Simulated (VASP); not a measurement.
# La (P6_3/mmc) in VASP: notebook, part 2 of 2

VASP 6.6.1.

### 3 Electric field gradients, LDA (zz strain of +1 %)

The input, INCAR:

```
SYSTEM = La
PREC = Accurate
ENCUT = 520
EDIFF = 1E-8
ISMEAR = -1
SIGMA = 0.05
LREAL = .False.
LASPH = .True.
NELM = 60
ALGO = Normal
ISIF = 2
LWAVE = .False.
LCHARG = .False.
LEFG = .True.
NBANDS = 18
```

The input, KPOINTS:

```
Automatic mesh
0
Gamma
  11 11 6
  0 0 0
```

The input, POSCAR:

```
La
1.0
    3.7500020507      0.0000000000      0.0000000000
   -1.8750010253      3.2475970401      0.0000000000
    0.0000000000      0.0000000000      6.1307000000
La
2
Direct
    0.3333333333      0.6666666667      0.2500000000
    0.6666666667      0.3333333333      0.7500000000
```

Potentials or basis: VASP PAW LDA potentials, release 64 (La).

On the command line:

```sh
$ cat potpaw_LDA.64/La/POTCAR > POTCAR
$ mpirun -np 1 vasp_std > vasp.out
```

OUTCAR:

```text
SYSTEM = La
   PREC = Accurate
   ENCUT = 520
   EDIFF = 1E-8
   ISMEAR = -1
   LREAL = .False.
   LASPH = .True.
   NELM = 60
   ISIF = 2

 ion  position               nearest neighbor table
   1  0.333  0.667  0.250-
   2  0.667  0.333  0.750-

  LATTYP: Found a hexagonal cell.
 ALAT       =     3.7500020507
 C/A-ratio  =     1.6348524393

  Lattice vectors:

 A1 = (   3.7500020507,   0.0000000000,   0.0000000000)
 A2 = (  -1.8750010253,   3.2475970401,   0.0000000000)
 A3 = (   0.0000000000,   0.0000000000,   6.1307000000)

Analysis of symmetry for initial positions (statically):
=====================================================================
 Subroutine PRICEL returns:
 Original cell was already a primitive cell.

 Routine SETGRP: Setting up the symmetry group for a
 hexagonal supercell.

[... 693 lines left out ...]
  energy-cutoff  :      520.00
  volume of cell :       74.66
      direct lattice vectors                 reciprocal lattice vectors
     3.750002051  0.000000000  0.000000000     0.266666521  0.153959988  0.000000000
    -1.875001025  3.247597040  0.000000000     0.000000000  0.307919975  0.000000000
     0.000000000  0.000000000  6.130700000     0.000000000  0.000000000  0.163113511

 POSITION                                       TOTAL-FORCE (eV/Angst)
 -----------------------------------------------------------------------------------
     -0.00000      2.16506      1.53268         0.000000     -0.000000      0.000000
      1.87500      1.08253      4.59802        -0.000000      0.000000      0.000000
 -----------------------------------------------------------------------------------
    total drift:                               -0.000000      0.000000     -0.000000

  FREE ENERGIE OF THE ION-ELECTRON SYSTEM (eV)
  ---------------------------------------------------
  free  energy   TOTEN  =       -10.9921101575 eV

  energy  without entropy=      -10.9568222752  energy(sigma->0) =      -10.97446622

 Electric field gradients (V/A^2)
---------------------------------------------------------------------
 ion       V_xx      V_yy      V_zz      V_xy      V_xz      V_yz
---------------------------------------------------------------------
   1      -1.122    -1.121     2.243     0.000     0.000    -0.000
   2      -1.122    -1.121     2.243     0.000    -0.000     0.000
---------------------------------------------------------------------

 Electric field gradients after diagonalization (V/A^2)
 (convention: |V_zz| > |V_xx| > |V_yy|)
----------------------------------------------------------------------
 ion       V_xx      V_yy      V_zz     asymmetry (V_yy - V_xx)/ V_zz
----------------------------------------------------------------------
   1      -1.122    -1.121     2.243       0.000
   2      -1.122    -1.121     2.243       0.000
----------------------------------------------------------------------

           NMR quadrupolar parameters

 Cq : quadrupolar parameter    Cq=e*Q*V_zz/h
 eta: asymmetry parameters     (V_yy - V_xx)/ V_zz
 Q  : nuclear electric quadrupole moment in mb (millibarn)
----------------------------------------------------------------------
 ion       Cq(MHz)       eta       Q (mb)
----------------------------------------------------------------------
   1       0.005       0.000       1.000
   2       0.005       0.000       1.000
----------------------------------------------------------------------
```

stdout:

```text
POSCAR found type information on POSCAR La
 POSCAR found :  1 types and       2 ions
 scaLAPACK will be used
 LDA part: xc-table for (Slater(with rela. corr.)+CA(PZ))
 , standard interpolation
 POSCAR, INCAR and KPOINTS ok, starting setup
 FFT: planning ... GRIDC
 FFT: planning ... GRID_SOFT
 FFT: planning ... GRID
 WAVECAR not read
 entering main loop
ion   1

ion   2
```

It took 87 s on 1 thread of Intel Xeon Platinum 8488C (Sapphire Rapids), shared host; peak memory 0.22 GiB.

What came out:

| Quantity | Value |
| --- | --- |
| Free energy | -10.9921 eV |
| Pressure | -3.3 GPa |
| Band gap on the k mesh | zero (bands 11 and 12 overlap by 1.36 eV) |
| Largest electric field gradient by atom | La +2.2 V/Å² |

Electric field gradients, principal values (V/Å²):
```
atom   least  middle  greatest (by size)
1 La  -1.121  -1.122               2.243
2 La  -1.121  -1.122               2.243
```

Caveat: the cell differs from its parent crystal (zz strain of +1 %); the cell stands under tension; without QUAD_EFG the Cq values of the log hold for a quadrupole moment of 1 mb, not for the nuclei; spin-orbit coupling is left out, which moves the levels of the heavy elements.

### 4 Electric field gradients, LDA (zz strain of +1 %)

The input, INCAR:

```
SYSTEM = La
ALGO = Normal
EDIFF = 1E-8
ENCUT = 520
GGA = CA
ISIF = 2
ISMEAR = -1
LASPH = .True.
LCHARG = .False.
LEFG = .True.
LREAL = .False.
LWAVE = .False.
NBANDS = 18
NELM = 100
PREC = Accurate
SIGMA = 0.05
```

The input, KPOINTS:

```
k-points
0
Gamma
  11 11 6
  0 0 0
```

POSCAR is that of step 3.

Potentials or basis: VASP PAW LDA potentials, release 64 (La).

On the command line:

```sh
$ cat potpaw_LDA.64/La/POTCAR > POTCAR
$ mpirun -np 1 vasp_std > vasp.out
```

OUTCAR:

```text
SYSTEM = La
   EDIFF = 1E-8
   ENCUT = 520
   GGA = CA
   ISIF = 2
   ISMEAR = -1
   LASPH = .True.
   LREAL = .False.
   NELM = 100
   PREC = Accurate

 ion  position               nearest neighbor table
   1  0.333  0.667  0.250-
   2  0.667  0.333  0.750-

  LATTYP: Found a hexagonal cell.
 ALAT       =     3.7500020507
 C/A-ratio  =     1.6348524393

  Lattice vectors:

 A1 = (   3.7500020507,   0.0000000000,   0.0000000000)
 A2 = (  -1.8750010253,   3.2475970401,   0.0000000000)
 A3 = (   0.0000000000,   0.0000000000,   6.1307000000)

Analysis of symmetry for initial positions (statically):
=====================================================================
 Subroutine PRICEL returns:
 Original cell was already a primitive cell.

 Routine SETGRP: Setting up the symmetry group for a
 hexagonal supercell.

 Subroutine GETGRP returns: Found 24 space group operations
 (whereof 12 operations were pure point group operations)
 out of a pool of 24 trial point group operations.

The static configuration has the point symmetry D_3d.
 The point group associated with its full space group is D_6h.

Analysis of symmetry for dynamics (positions and initial velocities):
=====================================================================
 Subroutine PRICEL returns:
 Original cell was already a primitive cell.

 Routine SETGRP: Setting up the symmetry group for a
 hexagonal supercell.

 Subroutine GETGRP returns: Found 24 space group operations
 (whereof 12 operations were pure point group operations)
 out of a pool of 24 trial point group operations.

[... 150 lines left out ...]

 val. band max:        7.5747522674   @ k =   0.4545   0.0909   0.3333
 cond. band min:       7.5974731882   @ k =   0.2727   0.2727   0.0000
 fundamental gap:      0.0227209208
 Fermi energy:         7.5959574599

 k-point     1 :       0.0000    0.0000    0.0000
  band No.  band energies     occupation
      1     -25.1514      2.00000
      2     -24.9577      2.00000
      3      -9.5233      2.00000
      4      -8.3229      2.00000
      5      -8.3229      2.00000
      6      -8.1463      2.00000
[... 481 lines left out ...]
      5      -8.7279      2.00000
      6      -8.4673      2.00000
[... 10 lines left out ...]
     17       9.2046      0.00000
     18       9.2753      0.00000

 [... further k-points ...]
[... 5 lines left out ...]
  --------------------------------------------------------------------------------------
  -------------------------------------------------------------------------------------
  Total       -1.4866959     -1.4866959     -1.6461984     -0.0000000      0.0000000     -0.0000000
  in kB      -31.9028153    -31.9028153    -35.3255592     -0.0000000      0.0000000     -0.0000000
  external PRESSURE =     -33.0437299 kB  Pullay stress =       0.0000000 kB

 VOLUME and BASIS-vectors are now :
 -----------------------------------------------------------------------------
  energy-cutoff  :      520.00
  volume of cell :       74.66
      direct lattice vectors                 reciprocal lattice vectors
     3.750002051  0.000000000  0.000000000     0.266666521  0.153959988  0.000000000
    -1.875001025  3.247597040  0.000000000     0.000000000  0.307919975  0.000000000
     0.000000000  0.000000000  6.130700000     0.000000000  0.000000000  0.163113511

 POSITION                                       TOTAL-FORCE (eV/Angst)
 -----------------------------------------------------------------------------------
     -0.00000      2.16506      1.53268         0.000000     -0.000000      0.000000
      1.87500      1.08253      4.59802        -0.000000      0.000000      0.000000
 -----------------------------------------------------------------------------------
    total drift:                               -0.000000      0.000000     -0.000000

  FREE ENERGIE OF THE ION-ELECTRON SYSTEM (eV)
  ---------------------------------------------------
  free  energy   TOTEN  =       -10.9921101575 eV

  energy  without entropy=      -10.9568222752  energy(sigma->0) =      -10.97446622

 Electric field gradients (V/A^2)
---------------------------------------------------------------------
 ion       V_xx      V_yy      V_zz      V_xy      V_xz      V_yz
---------------------------------------------------------------------
   1      -1.122    -1.121     2.243     0.000     0.000    -0.000
   2      -1.122    -1.121     2.243     0.000    -0.000     0.000
---------------------------------------------------------------------

 Electric field gradients after diagonalization (V/A^2)
 (convention: |V_zz| > |V_xx| > |V_yy|)
----------------------------------------------------------------------
 ion       V_xx      V_yy      V_zz     asymmetry (V_yy - V_xx)/ V_zz
----------------------------------------------------------------------
   1      -1.122    -1.121     2.243       0.000
   2      -1.122    -1.121     2.243       0.000
----------------------------------------------------------------------

           NMR quadrupolar parameters

 Cq : quadrupolar parameter    Cq=e*Q*V_zz/h
 eta: asymmetry parameters     (V_yy - V_xx)/ V_zz
 Q  : nuclear electric quadrupole moment in mb (millibarn)
----------------------------------------------------------------------
 ion       Cq(MHz)       eta       Q (mb)
----------------------------------------------------------------------
   1       0.005       0.000       1.000
   2       0.005       0.000       1.000
----------------------------------------------------------------------
```

stdout:

```text
POSCAR found type information on POSCAR La
 POSCAR found :  1 types and       2 ions
 scaLAPACK will be used
 LDA part: xc-table for (Slater(with rela. corr.)+CA(PZ))
 , standard interpolation
 POSCAR, INCAR and KPOINTS ok, starting setup
 FFT: planning ... GRIDC
 FFT: planning ... GRID_SOFT
 FFT: planning ... GRID
 WAVECAR not read
 entering main loop
ion   1

ion   2
```

It took 82 s on 1 thread of Intel Xeon Platinum 8488C (Sapphire Rapids), shared host; peak memory 0.22 GiB.

Results:

* Free energy: -10.9921 eV
* Pressure: -3.3 GPa
* Band gap on the k mesh: zero (bands 11 and 12 overlap by 1.36 eV)
* Largest electric field gradient by atom: La +2.2 V/Å²

Electric field gradients, principal values (V/Å²):
| atom | least | middle | greatest (by size) |
| --- | --- | --- | --- |
| 1 La | -1.121 | -1.122 | 2.243 |
| 2 La | -1.121 | -1.122 | 2.243 |

Caveat: the cell differs from its parent crystal (zz strain of +1 %); the cell stands under tension; without QUAD_EFG the Cq values of the log hold for a quadrupole moment of 1 mb, not for the nuclei; spin-orbit coupling is left out, which moves the levels of the heavy elements.

The gap in the log of VASP goes by the Fermi energy; the results here count the filled bands.